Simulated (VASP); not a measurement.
Wanted: the native input for a VASP 6.6.1 run.

- Task: electric field gradients
- Functional: PBEsol
- Potentials or basis: VASP PAW PBE potentials, release 64 (Ag, Br)
- Cutoff: 400 eV
- k mesh: 8 × 8 × 8
- Occupations: fermi-dirac, width 0.03 eV
- Spin: no spin polarisation
- Dipole correction: no
- Further INCAR settings: ALGO = Normal; EDIFF = 1e-08; NBANDS = 16

The structure of AgBr lies in POSCAR:

```
AgBr
1.0
    0.0000000000      2.1309686922      2.1309686922
    2.1309686922      0.0000000000      2.1309686922
    2.1309686922      2.1309686922      0.0000000000
Ag Br
1 1
Direct
    0.0000000000      0.0000000000      0.0000000000
    0.5000000000      0.5000000000      0.5000000000
```

This cell differs from its parent crystal: volume scaled by 0.4.

One way to write it, as run:

INCAR

```
SYSTEM = AgBr
PREC = Accurate ; ENCUT = 400
EDIFF = 1E-8 ; ISMEAR = -1
SIGMA = 0.03 ; LREAL = .FALSE.
LASPH = .TRUE. ; NELM = 120
ALGO = Normal ; ISIF = 2
LWAVE = .FALSE. ; LCHARG = .FALSE.
GGA = PS ; LEFG = .TRUE.
NBANDS = 16 ; GGA_COMPAT = .FALSE.
```

KPOINTS

```
regular mesh
0
G
  8 8 8
  0 0 0
```

Potentials or basis: VASP PAW PBE potentials, release 64 (Ag, Br).

The run is started by

```bash
$ cat potpaw_PBE.64/Ag/POTCAR potpaw_PBE.64/Br/POTCAR > POTCAR
$ mpirun -np 1 vasp_std > vasp.out
```

Results of the run:

```
Pressure               : 412.1 GPa
Band gap on the k mesh : zero (band 9 reaches 22.00 eV, above the bottom of band 10 at 20.97 eV)
```

Caveat: without QUAD_EFG the Cq values of the log hold for a quadrupole moment of 1 mb, not for the nuclei; the PAW data sets were made with another functional, which shifts forces and pressure a little.

Wall time 6.3 s on 1 thread of Intel(R) Xeon(R) Platinum 8375C CPU @ 2.90GHz (Ice Lake), with other jobs on the host, peak memory 0.12 GiB.
